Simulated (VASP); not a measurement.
Wanted: the native input for a VASP 6.6.1 run.

| Quantity | Value |
| --- | --- |
| Task | single point |
| Functional | PBEsol |
| Potentials or basis | VASP PAW PBE potentials, release 64 (W_sv, Se) |
| Cutoff | 520 eV |
| k mesh | 12 × 12 × 2 |
| Occupations | gaussian, width 0.05 eV |
| Spin | no spin polarisation |
| Dipole correction | no |
| Further INCAR settings | ALGO = Normal; EDIFF = 1e-07; NBANDS = 35 |

The structure of WSe2 lies in POSCAR:

```
WSe2
1.0
    3.2711504299      0.0000000000      0.0000000000
   -1.6355752149      2.8328993719      0.0000000000
    0.0000000000      0.0000000000     13.2206659015
W Se
2 4
Direct
    0.4697202217      0.7665087985      0.2500000000
    0.5302797783      0.2334912015      0.7500000000
    0.1972252672      0.5670286470      0.6233861490
    0.8027747328      0.4329713530      0.1233861490
    0.1972252672      0.5670286470      0.8766138510
    0.8027747328      0.4329713530      0.3766138510
```

This cell differs from its parent crystal: atoms displaced along a vibrational mode.

The input as run:

INCAR

```
SYSTEM = WSe2
PREC = Accurate
ENCUT = 520
EDIFF = 1E-7
ISMEAR = 0
SIGMA = 0.05
LREAL = .False.
LASPH = .True.
NELM = 60
ALGO = Normal
ISIF = 2
LWAVE = .False.
LCHARG = .False.
GGA = PS
NBANDS = 35
```

KPOINTS

```
regular mesh
0
Gamma
  12 12 2
  0 0 0
```

Potentials or basis: VASP PAW PBE potentials, release 64 (W_sv, Se).

Command:

```sh
$ cat potpaw_PBE.64/W_sv/POTCAR potpaw_PBE.64/Se/POTCAR > POTCAR
$ mpirun -np 1 vasp_std > vasp.out
```

Results of the run:

| Property | Result |
| --- | --- |
| Pressure | 0.9 GPa |
| Largest force | 0.091 eV/Å |
| Band gap on the k mesh | 0.99 eV (least direct gap 1.62 eV) |

Caveat: the cell differs from its parent crystal (atoms displaced along a vibrational mode); the PAW data sets were made with another functional, which shifts forces and pressure a little; spin-orbit coupling is left out, which moves the levels of the heavy elements; this functional lacks dispersion, which binds layers or chains, so the pressure and a relaxed spacing across them are unreliable.

Wall time 17 min on 1 thread of Intel Xeon 8259CL, with other jobs on the host, peak memory 0.57 GiB.
